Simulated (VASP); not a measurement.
# WSe2 (P1) in VASP: single point with r2SCAN

Aim: the single point of WSe2 with r2SCAN.

All numbers are computed with VASP 6.6.1; they aren't measurements. Logs are shortened: lines on timing, memory, paths and dates and some standing lists are left out, and cuts for length are marked.

### Step 1. The cell of the first run

The typed cell holds 6 atoms: a = 3.329 Å, b = 3.483 Å, c = 12.559 Å, α = 87.81°, β = 91.15°, γ = 121.73°.

### Step 2. Single point, r2SCAN

POSCAR reads:

```
WSe2
1.0
    3.3276800000     -0.0948810000     -0.0318580000
   -1.7460090000      3.0127090000      0.0635960000
   -0.1257990000      0.2173460000     12.5567380000
W Se
2 4
Direct
    0.3096360000      0.6662280000      0.2609560000
    0.6335910000      0.3344220000      0.7580820000
    0.3201620000      0.6271480000      0.6065910000
    0.6586250000      0.3150770000      0.1340850000
    0.3307260000      0.7231580000      0.8822540000
    0.5990080000      0.3249870000      0.3774780000
```

INCAR.step1 reads:

```
PREC = Accurate ; ENCUT = 520
ISMEAR = 0 ; SIGMA = 0.0121
LREAL = F ; LASPH = T
NELM = 100 ; NBANDS = 35
GGA = PE ; ALGO = Normal
EDIFF = 1E-4 ; LWAVE = T
LCHARG = F
```

INCAR.step2 reads:

```
PREC = Accurate ; ENCUT = 520
EDIFF = 1E-7 ; ISMEAR = 0
SIGMA = 0.0121 ; LREAL = F
LASPH = T ; NELM = 100
ALGO = Normal ; ISIF = 2
LWAVE = F ; LCHARG = T
METAGGA = R2SCAN ; LMIXTAU = T
LELF = T ; LVHAR = T
NBANDS = 35 ; ISTART = 1
```

KPOINTS reads:

```
Automatic mesh
0
Gamma
  6 6 2
  0.5 0.5 0
```

Potentials or basis: VASP PAW PBE potentials, release 64 (W_sv, Se).

Command:

```bash
> cat potpaw_PBE.64/W_sv/POTCAR potpaw_PBE.64/Se/POTCAR > POTCAR
> cp INCAR.step1 INCAR
> mpirun -np 1 vasp_std > vasp.out
> cp INCAR.step2 INCAR
> mpirun -np 1 vasp_std > vasp.out
```

OUTCAR:

```text
PREC = Accurate
   ENCUT = 520
   EDIFF = 1E-7
   ISMEAR = 0
   LREAL = F
   LASPH = T
   NELM = 100
   ISIF = 2
   METAGGA = R2SCAN
   ISTART = 1

 ion  position               nearest neighbor table
   1  0.310  0.666  0.261-   6 2.34   4 2.44   4 2.46   6 2.49   6 2.49   4 2.67
   2  0.634  0.334  0.758-   5 2.35   5 2.52   3 2.58   5 2.63   3 2.73   3 2.89
   3  0.320  0.627  0.607-   2 2.58   2 2.73   2 2.89
   4  0.659  0.315  0.134-   1 2.44   1 2.46   1 2.67
   5  0.331  0.723  0.882-   2 2.35   2 2.52   2 2.63
   6  0.599  0.325  0.377-   1 2.34   1 2.49   1 2.49

  LATTYP: Found a triclinic cell.
 ALAT       =     3.3291848129
 B/A-ratio  =     1.7010485180
 C/A-ratio  =     3.7724697315
 COS(alpha) =     0.0000779201
 COS(beta)  =     0.0200725189
 COS(gamma) =     0.8523027284

  Lattice vectors:

 A1 = (  -3.3276800000,   0.0948810000,   0.0318580000)
 A2 = (  -4.9093510000,  -2.8229470000,   0.0001200000)
 A3 = (  -0.1257990000,   0.2173460000,  12.5567380000)

Analysis of symmetry for initial positions (statically):
=====================================================================
 Subroutine PRICEL returns:
 Original cell was already a primitive cell.

 Routine SETGRP: Setting up the symmetry group for a
 triclinic supercell.

 Subroutine GETGRP returns: Found  1 space group operations
 (whereof  1 operations were pure point group operations)
 out of a pool of  2 trial point group operations.

The static configuration has the point symmetry C_1 .

Analysis of symmetry for dynamics (positions and initial velocities):
=====================================================================
 Subroutine PRICEL returns:
 Original cell was already a primitive cell.

 Routine SETGRP: Setting up the symmetry group for a
 triclinic supercell.

 Subroutine GETGRP returns: Found  1 space group operations
 (whereof  1 operations were pure point group operations)
 out of a pool of  2 trial point group operations.

The dynamic configuration has the point symmetry C_1 .

 Subroutine INISYM returns: Found  1 space group operations
 (whereof  1 operations are pure point group operations),
 and found     1 'primitive' translations

----------------------------------------------------------------------------------------

                                     Primitive cell

  volume of cell :     123.7601

  direct lattice vectors                    reciprocal lattice vectors
     3.327680000 -0.094881000 -0.031858000     0.305558820  0.177086039 -0.000003978
    -1.746009000  3.012709000  0.063596000     0.009570711  0.337595191 -0.005747590
    -0.125799000  0.217346000 12.556738000     0.000726768 -0.001260526  0.079667617

  length of vectors
     3.329184813  3.482672451 12.559248937     0.353165199  0.337779731  0.079680903

  position of ions in fractional coordinates (direct lattice)
     0.309636000  0.666228000  0.260956000
     0.633591000  0.334422000  0.758082000
     0.320162000  0.627148000  0.606591000
     0.658625000  0.315077000  0.134085000
     0.330726000  0.723158000  0.882254000
     0.599008000  0.324987000  0.377478000

  ion indices of the primitive-cell ions
   primitive index   ion index
                 1           1
                 2           2
                 3           3
                 4           4
                 5           5
                 6           6

----------------------------------------------------------------------------------------

 KPOINTS: Automatic mesh

Automatic generation of k-mesh.
 Grid dimensions read from file:
 generate k-points for:    6    6    2

 Generating k-lattice:

  Cartesian coordinates                     Fractional coordinates (reciprocal lattice)
     0.050926470  0.029514340 -0.000000663     0.166666667  0.000000000  0.000000000
     0.001595118  0.056265865 -0.000957932     0.000000000  0.166666667  0.000000000
     0.000363384 -0.000630263  0.039833809     0.000000000  0.000000000  0.500000000

  Length of vectors
     0.058860866  0.056296622  0.039840452

  Shift w.r.t. Gamma in fractional coordinates (k-lattice)
     0.500000000  0.500000000  0.000000000

 Subroutine IBZKPT returns following result:
 ===========================================

 Found     36 irreducible k-points:

 Following reciprocal coordinates:
            Coordinates               Weight
  0.083333  0.083333  0.000000      2.000000
  0.250000  0.083333 -0.000000      2.000000
  0.416667  0.083333  0.000000      2.000000
 -0.416667  0.083333  0.000000      2.000000
 -0.250000  0.083333 -0.000000      2.000000
 -0.083333  0.083333  0.000000      2.000000
[... 16 lines left out ...]
 -0.250000  0.083333  0.500000      2.000000
 -0.083333  0.083333  0.500000      2.000000
 [... further k-points ...]
   k-points           NKPTS =     36   k-points in BZ     NKDIM =     36   number of bands    NBANDS=     35
   number of dos      NEDOS =    301   number of ions     NIONS =      6
   total plane-waves  NPLWV =  75264
   dimension x,y,z NGX =    28 NGY =   28 NGZ =   96
   dimension x,y,z NGXF=    56 NGYF=   56 NGZF=  192
   ions per type =               2   4
   NGX,Y,Z   is equivalent  to a cutoff of  13.98, 13.37, 12.71 a.u.
   NGXF,Y,Z  is equivalent  to a cutoff of  27.96, 26.73, 25.41 a.u.
 SYSTEM =  unknown system
   PREC   = accura    normal or accurate (medium, high low for compatibility)
   ISTART =      1    job   : 0-new  1-cont  2-samecut
   ICHARG =      0    charge: 1-file 2-atom 10-const
   ISPIN  =      1    spin polarized calculation?
   LNONCOLLINEAR =      F non collinear calculations
   LSORBIT =      F    spin-orbit coupling
   LASPH  =      T    aspherical Exc in radial PAW
   ENCUT  =  520.0 eV  38.22 Ry    6.18 a.u.   6.19  6.48 23.35*2*pi/ulx,y,z
   NELM   =    100;   NELMIN=  2; NELMDL=  0     # of ELM steps
   EDIFF  = 0.1E-06   stopping-criterion for ELM
   LREAL  =      F    real-space projection
   EDIFFG = 0.1E-05   stopping-criterion for IOM
   NSW    =      0    number of steps for IOM
   IBRION =     -1    ionic relax: 0-MD 1-quasi-New 2-CG
   NFREE  =      0    steps in history (QN), initial steepest desc. (CG)
   ISIF   =      2    stress and relaxation
   ISYM   =      2    0-nonsym 1-usesym 2-fastsym
   POTIM  = 0.5000    time-step for ionic-motion
   TEBEG  =    0.0;   TEEND  =   0.0 temperature during run
   PSTRESS=    0.0 pullay stress
   NELECT =      52.0000    total number of electrons
   NUPDOWN=      -1.0000    fix difference up-down
   EMIN   =  10.00;   EMAX   =-10.00  energy-range for DOS
   EFERMI =   0.00;   METHOD = LEGACY
   ISMEAR =     0;   SIGMA  =   0.01  broadening in eV -4-tet -1-fermi 0-gaus
   EFERMI_NEDOS =   21; number of points for ismear=-14 and -15
   IALGO  =     38    algorithm
   IMIX   =      4    mixing-type and parameters
     AMIX     =   0.40;   BMIX     =  1.00
     AMIX_MAG =   1.60;   BMIX_MAG =  1.00
  volume/ion in A,a.u.               =      20.63       139.20
  Fermi-wavevector in a.u.,A,eV,Ry     =   1.226166  2.317117 20.456115  1.503482
  Thomas-Fermi vector in A             =   2.361177
   LORBIT       =      0    0 simple, 1 ext, 2 COOP (PROOUT), +10 PAW based schemes
   METAGGA = R2SCAN    functional components
   LHFCALC =     F    Hartree Fock is set to
   AEXX    =    0.0000 exact exchange contribution
   IVDW    =     0    specifies the selected vdW correction
   LEPSILON=     F    determine dielectric tensor
   LRPA    =     F    only Hartree local field effects (RPA)
 non-spin polarized calculation
 Gauss-broadening in eV      SIGMA  =   0.01
  energy-cutoff  :      520.00
  volume of cell :      123.76
 maximum number of plane-waves:      3366
 NGX is ok and might be reduce to    28
   NGX = 13   NGY = 13   NGZ = 47

 number of electron      52.0000000 magnetization

 Free energy of the ion-electron system (eV)
  ---------------------------------------------------
  ext. energy  EPLUGINS =         0.00000000
  ---------------------------------------------------
  free energy    TOTEN  =      -161.93742989 eV

  energy without entropy =     -161.93742989  energy(sigma->0) =     -161.93742989

 E-fermi :   6.2757     XC(G=0): -11.3172

 val. band max:        6.1307989230   @ k =  -0.0833   0.0833   0.5000
 cond. band min:       6.6433872451   @ k =   0.2500   0.4167   0.0000
 fundamental gap:      0.5125883221
 Fermi energy:         6.2756617315

 k-point     1 :       0.0833    0.0833    0.0000
  band No.  band energies     occupation
      1     -70.4968      2.00000
      2     -70.4138      2.00000
      3     -34.1578      2.00000
      4     -34.0881      2.00000
      5     -34.0677      2.00000
      6     -33.9703      2.00000
[... 27 lines left out ...]
     34       9.3712      0.00000
     35      11.9900      0.00000

 k-point     2 :       0.2500    0.0833   -0.0000
  band No.  band energies     occupation
      1     -70.4917      2.00000
      2     -70.4091      2.00000
      3     -34.1956      2.00000
      4     -34.1743      2.00000
      5     -34.0602      2.00000
      6     -34.0122      2.00000
[... 27 lines left out ...]
     34      10.3297      0.00000
     35      12.5596      0.00000

 k-point     3 :       0.4167    0.0833    0.0000
  band No.  band energies     occupation
      1     -70.4880      2.00000
      2     -70.4058      2.00000
      3     -34.2625      2.00000
      4     -34.2067      2.00000
      5     -34.0443      2.00000
      6     -34.0424      2.00000
[... 27 lines left out ...]
     34      10.3366      0.00000
     35      10.7270      0.00000
[... 723 lines left out ...]
 k-point    23 :      -0.2500    0.0833    0.5000
  band No.  band energies     occupation
      1     -70.4945      2.00000
      2     -70.4117      2.00000
      3     -34.1873      2.00000
      4     -34.1069      2.00000
      5     -34.0728      2.00000
      6     -33.9726      2.00000
[... 27 lines left out ...]
     34       9.8115      0.00000
     35      12.7180      0.00000

 k-point    24 :      -0.0833    0.0833    0.5000
  band No.  band energies     occupation
      1     -70.4982      2.00000
      2     -70.4151      2.00000
      3     -34.1535      2.00000
      4     -34.0886      2.00000
      5     -34.0392      2.00000
      6     -33.9618      2.00000
[... 27 lines left out ...]
     34       9.4075      0.00000
     35      11.3049      0.00000

 [... further k-points ...]
[... 5 lines left out ...]
  --------------------------------------------------------------------------------------
  -------------------------------------------------------------------------------------
  Total        0.6755436      0.9641858      7.0778994      2.0814424     -7.3470194      6.5386409
  in kB        8.7454766     12.4821919     91.6293251     26.9460117    -95.1133089     84.6481726
  external PRESSURE =      37.6189979 kB  Pullay stress =       0.0000000 kB

 VOLUME and BASIS-vectors are now :
 -----------------------------------------------------------------------------
  energy-cutoff  :      520.00
  volume of cell :      123.76
      direct lattice vectors                 reciprocal lattice vectors
     3.327680000 -0.094881000 -0.031858000     0.305558820  0.177086039 -0.000003978
    -1.746009000  3.012709000  0.063596000     0.009570711  0.337595191 -0.005747590
    -0.125799000  0.217346000 12.556738000     0.000726768 -0.001260526  0.079667617

 POSITION                                       TOTAL-FORCE (eV/Angst)
 -----------------------------------------------------------------------------------
     -0.16570      2.03449      3.30926        -0.665790      0.012562     -2.007238
      1.42912      1.11217      9.52012         0.583042      1.640261     -3.924800
     -0.10592      1.99088      7.64649        -0.906316      0.638368      2.781411
      1.62470      0.91589      1.68273        -1.105293      0.815390     -1.581744
     -0.27308      2.33904     11.11369         0.336880     -2.285623      1.340650
      1.37839      1.00430      4.74148         1.757477     -0.820959      3.391720
 -----------------------------------------------------------------------------------
    total drift:                               -0.000065     -0.000084     -0.000005

  FREE ENERGIE OF THE ION-ELECTRON SYSTEM (eV)
  ---------------------------------------------------
  free  energy   TOTEN  =      -161.9374298877 eV

  energy  without entropy=     -161.9374298877  energy(sigma->0) =     -161.93742989
```

Wall time 18 min (1 thread of Intel Xeon 8259CL, shared host); peak memory 0.36 GiB.

What came out:

- Free energy: -161.9374 eV
- Pressure: 3.8 GPa
- Largest force: 4.294 eV/Å
- Band gap on the k mesh: 0.51 eV (least direct gap 1.06 eV)

Forces in eV/Å, atoms in the order of the input:
```
W   -0.666  0.013 -2.007
W    0.583  1.640 -3.925
Se  -0.906  0.638  2.781
Se  -1.105  0.815 -1.582
Se   0.337 -2.286  1.341
Se   1.757 -0.821  3.392
```

Levels at points of the mesh, in eV from the valence-band top:
```tsv
k point	band 22	band 23	band 24	band 25	band 26	band 27	band 28	band 29	band 30	band 31
(0.08, 0.08, 0.00)	-2.15	-1.59	-1.25	-0.59	-0.37	1.16	1.54	1.82	2.23	2.62
```

Caveat: the stress differs along the axes, from 1 to 9 GPa; the PAW data sets were made with another functional, which shifts forces and pressure a little; spin-orbit coupling is left out, which moves the levels of the heavy elements; a shifted mesh leaves out Γ, where band edges can lie.
